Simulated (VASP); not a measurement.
# KI (Cmmm) in VASP: a series of runs

The runs below take KI through single point, with r2SCAN, HSE06.

Program: VASP 6.6.1. These are calculated values, not measurements. Logs are shortened: lines on timing, memory, paths and dates and some standing lists are left out, and cuts for length are marked.

### 1 The cell of the first run

The structure is orthorhombic, space group Cmmm (No. 65). Conventional cell: a = 5.953 Å, b = 6.184 Å, c = 4.291 Å, α = 90.00°, β = 90.00°, γ = 90.00°. Within 4.8 Å of K (site symmetry mmm) lie 8 I at 3.67 to 3.76 Å and 6 K at 4.29 Å. Within 4.8 Å of I (site symmetry mmm) lie 8 K at 3.67 to 3.76 Å and 6 I at 4.29 Å.

### 2 Single point, r2SCAN (shear xy strain +3.8%)

The input, POSCAR:

```
KI
1.0
    4.2909401558      0.0815278630      0.0000000000
    0.0815278630      4.2909401558      0.0000000000
    0.0000000000      0.0000000000      4.2909401558
K I
1 1
Direct
    0.0000000000      0.0000000000      0.0000000000
    0.5000000000      0.5000000000      0.5000000000
```

The input, INCAR.step1:

```
PREC     = Accurate       # precision mode
ENCUT    = 520            # plane-wave cutoff, eV
ISMEAR   = 0              # smearing method
SIGMA    = 0.01           # smearing width, eV
LREAL    = F              # projectors in reciprocal space
LASPH    = T              # aspherical terms in the spheres
NELM     = 100            # most SCF steps
NBANDS   = 15             # bands
GGA      = PE             # functional
ALGO     = Normal         # electronic algorithm
EDIFF    = 1E-4           # SCF threshold, eV
LWAVE    = T              # write WAVECAR
LCHARG   = F              # write CHGCAR
```

The input, INCAR.step2:

```
PREC     = Accurate       # precision mode
ENCUT    = 520            # plane-wave cutoff, eV
EDIFF    = 1E-6           # SCF threshold, eV
ISMEAR   = 0              # smearing method
SIGMA    = 0.01           # smearing width, eV
LREAL    = F              # projectors in reciprocal space
LASPH    = T              # aspherical terms in the spheres
NELM     = 100            # most SCF steps
ALGO     = Normal         # electronic algorithm
ISIF     = 2              # what is computed and relaxed
LWAVE    = F              # write WAVECAR
LCHARG   = F              # write CHGCAR
METAGGA  = R2SCAN         # meta-GGA
LMIXTAU  = T            
NBANDS   = 15             # bands
ISTART   = 1
```

The input, KPOINTS:

```
Automatic mesh
0
Gamma
  6 6 6
```

Potentials or basis: VASP PAW PBE potentials, release 64 (K_sv, I).

Command:

```console
$ cat potpaw_PBE.64/K_sv/POTCAR potpaw_PBE.64/I/POTCAR > POTCAR
$ cp INCAR.step1 INCAR
$ mpirun -np 1 vasp_std > vasp.out
$ cp INCAR.step2 INCAR
$ mpirun -np 1 vasp_std > vasp.out
```

OUTCAR:

```text
PREC = Accurate
   ENCUT = 520
   EDIFF = 1E-6
   ISMEAR = 0
   LREAL = F
   LASPH = T
   NELM = 100
   ISIF = 2
   METAGGA = R2SCAN
   ISTART = 1

 ion  position               nearest neighbor table
   1  0.000  0.000  0.000-   2 3.67   2 3.67   2 3.67   2 3.67
   2  0.500  0.500  0.500-   1 3.67   1 3.67   1 3.67   1 3.67

  LATTYP: Found a base centered orthorhombic cell.
 ALAT       =     5.9530079541
 B/A-ratio  =     1.0387359837
 C/A-ratio  =     0.7208020196

  Lattice vectors:

 A1 = (  -0.0815278630,  -4.2909401558,   0.0000000000)
 A2 = (   4.2909401558,   0.0815278630,   0.0000000000)
 A3 = (   0.0000000000,   0.0000000000,   4.2909401558)

Analysis of symmetry for initial positions (statically):
=====================================================================
 Subroutine PRICEL returns:
 Original cell was already a primitive cell.

 Routine SETGRP: Setting up the symmetry group for a
 base centered orthorhombic supercell.

 Subroutine GETGRP returns: Found  8 space group operations
 (whereof  8 operations were pure point group operations)
 out of a pool of  8 trial point group operations.

The static configuration has the point symmetry D_2h.

Analysis of symmetry for dynamics (positions and initial velocities):
=====================================================================
 Subroutine PRICEL returns:
 Original cell was already a primitive cell.

 Routine SETGRP: Setting up the symmetry group for a
 base centered orthorhombic supercell.

 Subroutine GETGRP returns: Found  8 space group operations
 (whereof  8 operations were pure point group operations)
 out of a pool of  8 trial point group operations.

The dynamic configuration has the point symmetry D_2h.

 Subroutine INISYM returns: Found  8 space group operations
 (whereof  8 operations are pure point group operations),
 and found     1 'primitive' translations

----------------------------------------------------------------------------------------

                                     Primitive cell

  volume of cell :      78.9770

  direct lattice vectors                    reciprocal lattice vectors
     4.290940156  0.081527863  0.000000000     0.233133321 -0.004429533  0.000000000
     0.081527863  4.290940156  0.000000000    -0.004429533  0.233133321  0.000000000
     0.000000000  0.000000000  4.290940156     0.000000000  0.000000000  0.233049160

  length of vectors
     4.291714601  4.291714601  4.290940156     0.233175398  0.233175398  0.233049160

  position of ions in fractional coordinates (direct lattice)
     0.000000000  0.000000000  0.000000000
     0.500000000  0.500000000  0.500000000

  ion indices of the primitive-cell ions
   primitive index   ion index
                 1           1
                 2           2

----------------------------------------------------------------------------------------

 KPOINTS: Automatic mesh

Automatic generation of k-mesh.
 Grid dimensions read from file:
 generate k-points for:    6    6    6

 Generating k-lattice:

  Cartesian coordinates                     Fractional coordinates (reciprocal lattice)
     0.038855554 -0.000738256  0.000000000     0.166666667  0.000000000  0.000000000
    -0.000738256  0.038855554  0.000000000     0.000000000  0.166666667  0.000000000
     0.000000000  0.000000000  0.038841527     0.000000000  0.000000000  0.166666667

  Length of vectors
     0.038862566  0.038862566  0.038841527

  Shift w.r.t. Gamma in fractional coordinates (k-lattice)
     0.000000000  0.000000000  0.000000000

 Subroutine IBZKPT returns following result:
 ===========================================

 Found     52 irreducible k-points:

 Following reciprocal coordinates:
            Coordinates               Weight
  0.000000  0.000000  0.000000      1.000000
  0.166667  0.000000  0.000000      4.000000
  0.333333  0.000000  0.000000      4.000000
  0.500000  0.000000  0.000000      2.000000
  0.166667  0.166667  0.000000      2.000000
  0.333333  0.166667  0.000000      4.000000
[... 16 lines left out ...]
  0.333333  0.333333  0.166667      4.000000
  0.500000  0.333333  0.166667      8.000000
 [... further k-points ...]
   k-points           NKPTS =     52   k-points in BZ     NKDIM =     52   number of bands    NBANDS=     15
   number of dos      NEDOS =    301   number of ions     NIONS =      2
   total plane-waves  NPLWV =  32768
   dimension x,y,z NGX =    32 NGY =   32 NGZ =   32
   dimension x,y,z NGXF=    64 NGYF=   64 NGZF=   64
   ions per type =               1   1
   NGX,Y,Z   is equivalent  to a cutoff of  12.40, 12.40, 12.40 a.u.
   NGXF,Y,Z  is equivalent  to a cutoff of  24.79, 24.79, 24.80 a.u.
 SYSTEM =  unknown system
   PREC   = accura    normal or accurate (medium, high low for compatibility)
   ISTART =      1    job   : 0-new  1-cont  2-samecut
   ICHARG =      0    charge: 1-file 2-atom 10-const
   ISPIN  =      1    spin polarized calculation?
   LNONCOLLINEAR =      F non collinear calculations
   LSORBIT =      F    spin-orbit coupling
   LASPH  =      T    aspherical Exc in radial PAW
   ENCUT  =  520.0 eV  38.22 Ry    6.18 a.u.   7.98  7.98  7.98*2*pi/ulx,y,z
   NELM   =    100;   NELMIN=  2; NELMDL=  0     # of ELM steps
   EDIFF  = 0.1E-05   stopping-criterion for ELM
   LREAL  =      F    real-space projection
   EDIFFG = 0.1E-04   stopping-criterion for IOM
   NSW    =      0    number of steps for IOM
   IBRION =     -1    ionic relax: 0-MD 1-quasi-New 2-CG
   NFREE  =      0    steps in history (QN), initial steepest desc. (CG)
   ISIF   =      2    stress and relaxation
   ISYM   =      2    0-nonsym 1-usesym 2-fastsym
   POTIM  = 0.5000    time-step for ionic-motion
   TEBEG  =    0.0;   TEEND  =   0.0 temperature during run
   PSTRESS=    0.0 pullay stress
   NELECT =      16.0000    total number of electrons
   NUPDOWN=      -1.0000    fix difference up-down
   EMIN   =  10.00;   EMAX   =-10.00  energy-range for DOS
   EFERMI =   0.00;   METHOD = LEGACY
   ISMEAR =     0;   SIGMA  =   0.01  broadening in eV -4-tet -1-fermi 0-gaus
   EFERMI_NEDOS =   21; number of points for ismear=-14 and -15
   IALGO  =     38    algorithm
   IMIX   =      4    mixing-type and parameters
     AMIX     =   0.40;   BMIX     =  1.00
     AMIX_MAG =   1.60;   BMIX_MAG =  1.00
  volume/ion in A,a.u.               =      39.49       266.48
  Fermi-wavevector in a.u.,A,eV,Ry     =   0.961497  1.816966 12.578268  0.924477
  Thomas-Fermi vector in A             =   2.090874
   LORBIT       =      0    0 simple, 1 ext, 2 COOP (PROOUT), +10 PAW based schemes
   METAGGA = R2SCAN    functional components
   LHFCALC =     F    Hartree Fock is set to
   AEXX    =    0.0000 exact exchange contribution
   IVDW    =     0    specifies the selected vdW correction
   LEPSILON=     F    determine dielectric tensor
   LRPA    =     F    only Hartree local field effects (RPA)
 non-spin polarized calculation
 Gauss-broadening in eV      SIGMA  =   0.01
  energy-cutoff  :      520.00
  volume of cell :       78.98
 maximum number of plane-waves:      2150
   NGX = 15   NGY = 15   NGZ = 15

 number of electron      16.0000003 magnetization

 Free energy of the ion-electron system (eV)
  ---------------------------------------------------
  ext. energy  EPLUGINS =         0.00000000
  ---------------------------------------------------
  free energy    TOTEN  =       -33.86288221 eV

  energy without entropy =      -33.86288221  energy(sigma->0) =      -33.86288221

 E-fermi :   0.7147     XC(G=0):  -8.0489

 val. band max:        0.5773386207   @ k =   0.5000   0.5000   0.0000
 cond. band min:       4.6219076426   @ k =   0.0000   0.0000   0.0000
 fundamental gap:      4.0445690219
 Fermi energy:         0.7146568857

 k-point     1 :       0.0000    0.0000    0.0000
  band No.  band energies     occupation
      1     -30.0008      2.00000
      2     -12.6857      2.00000
      3     -12.6831      2.00000
      4     -12.6815      2.00000
      5     -10.9128      2.00000
      6       0.1765      2.00000
      7       0.2092      2.00000
      8       0.2449      2.00000
      9       4.6219      0.00000
     10       5.8332      0.00000
     11       5.8423      0.00000
     12       9.5694      0.00000
     13       9.6529      0.00000
     14       9.7945      0.00000
     15      11.7558      0.00000

 k-point     2 :       0.1667    0.0000    0.0000
  band No.  band energies     occupation
      1     -29.9997      2.00000
      2     -12.7270      2.00000
      3     -12.6810      2.00000
      4     -12.6802      2.00000
      5     -10.8327      2.00000
      6      -0.4192      2.00000
      7       0.2290      2.00000
      8       0.2312      2.00000
      9       5.1788      0.00000
     10       6.0418      0.00000
     11       6.5317      0.00000
     12       9.5555      0.00000
     13       9.5570      0.00000
     14       9.8302      0.00000
     15      10.8065      0.00000

 k-point     3 :       0.3333    0.0000    0.0000
  band No.  band energies     occupation
      1     -29.9974      2.00000
      2     -12.8075      2.00000
      3     -12.6757      2.00000
      4     -12.6746      2.00000
      5     -10.6731      2.00000
      6      -1.3462      2.00000
      7       0.2684      2.00000
      8       0.2688      2.00000
      9       6.1071      0.00000
     10       6.6407      0.00000
     11       7.9064      0.00000
     12       9.1845      0.00000
     13       9.5627      0.00000
     14       9.6164      0.00000
     15      10.0906      0.00000

 k-point     4 :       0.5000    0.0000    0.0000
  band No.  band energies     occupation
      1     -29.9963      2.00000
      2     -12.8450      2.00000
      3     -12.6730      2.00000
      4     -12.6717      2.00000
      5     -10.5929      2.00000
      6      -1.7269      2.00000
      7       0.2875      2.00000
      8       0.2889      2.00000
      9       6.7161      0.00000
     10       7.3088      0.00000
     11       8.2038      0.00000
     12       8.3448      0.00000
     13       9.9233      0.00000
     14       9.9536      0.00000
     15      10.0059      0.00000
[... 307 lines left out ...]
 k-point    22 :      -0.1667    0.1667    0.1667
  band No.  band energies     occupation
      1     -29.9974      2.00000
      2     -12.7370      2.00000
      3     -12.7035      2.00000
      4     -12.6993      2.00000
      5     -10.7123      2.00000
      6      -0.4752      2.00000
      7      -0.2232      2.00000
      8      -0.2012      2.00000
      9       6.2127      0.00000
     10       6.9407      0.00000
     11       6.9749      0.00000
     12       8.9474      0.00000
     13       9.0040      0.00000
     14       9.7577      0.00000
     15      11.0598      0.00000

 k-point    23 :       0.3333    0.3333    0.1667
  band No.  band energies     occupation
      1     -29.9932      2.00000
      2     -12.7632      2.00000
      3     -12.7345      2.00000
      4     -12.6908      2.00000
      5     -10.5558      2.00000
      6      -1.0042      2.00000
      7      -0.8603      2.00000
      8      -0.0571      2.00000
      9       6.1265      0.00000
     10       7.5319      0.00000
     11       7.7320      0.00000
     12       7.9030      0.00000
     13       9.3458      0.00000
     14       9.6030      0.00000
     15      10.8076      0.00000

 k-point    24 :       0.5000    0.3333    0.1667
  band No.  band energies     occupation
      1     -29.9921      2.00000
      2     -12.7760      2.00000
      3     -12.7369      2.00000
      4     -12.6870      2.00000
      5     -10.5166      2.00000
      6      -1.2748      2.00000
      7      -0.8397      2.00000
      8       0.0042      2.00000
      9       5.7954      0.00000
     10       7.4228      0.00000
     11       7.7531      0.00000
     12       8.0575      0.00000
     13       9.7324      0.00000
     14       9.9885      0.00000
     15      10.8839      0.00000

 [... further k-points ...]

------------------------ aborting loop because EDIFF is reached ----------------------------------------

  FORCE on cell =-STRESS in cart. coord.  units (eV):
  Direction    XX          YY          ZZ          XY          YZ          ZX
  --------------------------------------------------------------------------------------
  -------------------------------------------------------------------------------------
  Total        0.0173068      0.0173068      0.0207901     -0.0732364      0.0000000      0.0000000
  in kB        0.3510966      0.3510966      0.4217607     -1.4857206      0.0000000      0.0000000
  external PRESSURE =       0.3746513 kB  Pullay stress =       0.0000000 kB

 VOLUME and BASIS-vectors are now :
 -----------------------------------------------------------------------------
  energy-cutoff  :      520.00
  volume of cell :       78.98
      direct lattice vectors                 reciprocal lattice vectors
     4.290940156  0.081527863  0.000000000     0.233133321 -0.004429533  0.000000000
     0.081527863  4.290940156  0.000000000    -0.004429533  0.233133321  0.000000000
     0.000000000  0.000000000  4.290940156     0.000000000  0.000000000  0.233049160

 POSITION                                       TOTAL-FORCE (eV/Angst)
 -----------------------------------------------------------------------------------
      0.00000      0.00000      0.00000         0.000000      0.000000      0.000000
      2.18623      2.18623      2.14547        -0.000000      0.000000      0.000000
 -----------------------------------------------------------------------------------
    total drift:                               -0.000000      0.000000     -0.000000

  FREE ENERGIE OF THE ION-ELECTRON SYSTEM (eV)
  ---------------------------------------------------
  free  energy   TOTEN  =       -33.8628822081 eV

  energy  without entropy=      -33.8628822081  energy(sigma->0) =      -33.86288221
```

Run time: 3.1 min. Hardware: 1 thread of Oxide Virtual Turin-like, shared host; peak memory 0.19 GiB.

What came out:

| Item | Value |
| --- | --- |
| Free energy | -33.8629 eV |
| Pressure | 0.0 GPa |
| Band gap on the k mesh | 4.04 eV, indirect (least direct gap 4.38 eV) |

Caveat: the cell differs from its parent crystal (shear xy strain +3.8%); the PAW data sets were made with another functional, which shifts forces and pressure a little; spin-orbit coupling is left out, which moves the levels of the heavy elements. A k mesh can miss the band edges.

(Continued in part 2 of 2.)
